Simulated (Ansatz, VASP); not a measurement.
Pt4C: VASP beside Ansatz

INCAR

```
SYSTEM = Pt4C
PREC = Accurate
ENCUT = 520
EDIFF = 1E-6
ISMEAR = 0
SIGMA = 0.1
LREAL = .FALSE.
LASPH = .TRUE.
NELM = 200
ALGO = Normal
ISIF = 2
LWAVE = .FALSE.
LCHARG = .FALSE.
ISPIN = 2
MAGMOM = 0 0 0 0 2
LORBIT = 11
LMAXMIX = 4
LDIPOL = .TRUE.
IDIPOL = 3
DIPOL = 0.5 0.5 0.344
GGA = PS
NBANDS = 34
GGA_COMPAT = .FALSE.
NELMDL = -8
```

The input KPOINTS:

```
regular mesh
0
G
  10 7 1
  0 0 0
```

The input POSCAR:

```
Pt4C
1.0
    2.7704032196      0.0000000000      0.0000000000
    0.0000000000      3.9179418064      0.0000000000
    0.0000000000      0.0000000000     21.0969749094
Pt C
4 1
Direct
    0.5000000000      0.5000000000      0.1896006426
    0.0000000000      0.0000000000      0.2552594214
    0.5000000000      0.5000000000      0.3256256435
    0.0000000000      0.0000000000      0.3837979115
    0.0000000000      0.1666666667      0.5672365332
```

Input for Ansatz:

```yaml
crystal:
  lattice:
    - [2.7704032196, 0.0, 0.0]
    - [0.0, 3.9179418064, 0.0]
    - [0.0, 0.0, 21.0969749094]
  atoms:
    - { symbol: Pt, position: [0.5, 0.5, 0.1896006426] }
    - { symbol: Pt, position: [0.0, 0.0, 0.2552594214] }
    - { symbol: Pt, position: [0.5, 0.5, 0.3256256435] }
    - { symbol: Pt, position: [0.0, 0.0, 0.3837979115] }
    - { symbol: C, position: [0.0, 0.1666666667, 0.5672365332], spin: 2.0 }
basis:
  ecutwfc: 420
kpoints:
  mp_grid: { grid: [10, 7, 1] }
hamiltonian:
  xc: pbesol
  pseudopotentials: { kind: paw, azcp: { folder: soft_1 } }
scf:
  occupations: { method: gaussian, width: 0.1 }
output:
  forces: true
  eigenvalues: true
  populations: true
magnetization:
  spin_polarized: true
efield:
  axis: 3
  dipole_correction: true
  ramp_width: 0.04
```

Alike in both runs: task single point; functional PBEsol; k mesh 10 × 7 × 1; occupations gaussian, width 0.1 eV; collinear spin.

|  | VASP | Ansatz |
| --- | --- | --- |
| version | VASP 6.6.1 | Ansatz 0.2.0 |
| potentials or method | VASP PAW PBE potentials, release 64 (Pt, C), cutoff 520 eV | scalar-relativistic, plane waves, PAW |
| valence electrons in the cell | 44 | 76 |

VASP gave:

| Quantity | Value |
| --- | --- |
| gap on the k mesh at the Fermi level (eV) | none |
| rms of the force components (eV/Å) | 0.368 |
| net moment per atom (μB) | 0.33 |
| size of the moment on the site where the two differ most (μB) | 0.89 |

Task: What did Ansatz give for the same quantities?

Result: gap on the k mesh at the Fermi level (eV): none; rms of the force components (eV/Å): 0.371; net moment per atom (μB): 0.34; size of the moment on the site where the two differ most (μB): 1.47.

VASP's potentials were made for PBE, not for PBEsol, and Ansatz warns of the same on its side. Site moments also hang on the region over which each program counts them. Atom by atom the forces differ by 0.009 eV/Å (rms over components). A gap of «none» marks a metal or a gap that the smearing closes. VASP's potentials hold 44 valence electrons a cell and Ansatz's 76, so a difference there can come from the potentials and not from the codes.

Neither program's run includes spin-orbit coupling.
